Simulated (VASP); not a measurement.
Input of a VASP 6.6.1 run:

File INCAR:

```
ALGO     = Fast           # electronic algorithm
EDIFF    = 1E-6           # SCF threshold, eV
ENCUT    = 520            # plane-wave cutoff, eV
GGA      = PE             # functional
ISIF     = 2              # what is computed and relaxed
ISMEAR   = 0              # smearing method
LASPH    = True           # aspherical terms in the spheres
LCHARG   = True           # write CHGCAR
LELF     = True           # ELF
LREAL    = False          # projectors in reciprocal space
LVHAR    = True         
LWAVE    = False          # write WAVECAR
NBANDS   = 26             # bands
NELM     = 100            # most SCF steps
PREC     = Accurate       # precision mode
SIGMA    = 0.15           # smearing width, eV
```

Contents of KPOINTS:

```
k-points
0
Gamma
  10 10 10
```

File POSCAR:

```
Al2Cu
1.0
   -3.0261521191      3.0261521191      2.4168500000
    3.0261521191     -3.0261521191      2.4168500000
    3.0261521191      3.0261521191     -2.4168500000
Al Cu
4 2
Direct
    0.1587211657      0.6587211657      0.8174423314
    0.6587211657      0.8412788343      0.5000000000
    0.8412788343      0.3412788343      0.1825576686
    0.3412788343      0.1587211657      0.5000000000
    0.7500000000      0.7500000000      0.0000000000
    0.2500000000      0.2500000000      0.0000000000
```

Potentials or basis: VASP PAW PBE potentials, release 64 (Al, Cu).

The run is started by

```console
$ cat potpaw_PBE.64/Al/POTCAR potpaw_PBE.64/Cu/POTCAR > POTCAR
$ mpirun -np 1 vasp_std > vasp.out
```

**Question.** Predict the largest force.

**Answer.** 0.041 eV/Å.

**Question.** Estimate the pressure.

**Answer.** 1.3 GPa.

**Question.** What does it give for the band gap on the k mesh?

**Answer.** Zero (bands 17 and 18 overlap by 4.45 eV).

Forces in eV/Å, atoms in the order of the input:
```
Al  -0.029 -0.029  0.000
Al   0.029 -0.029  0.000
Al   0.029  0.029  0.000
Al  -0.029  0.029  0.000
Cu   0.000  0.000  0.000
Cu   0.000  0.000  0.000
```
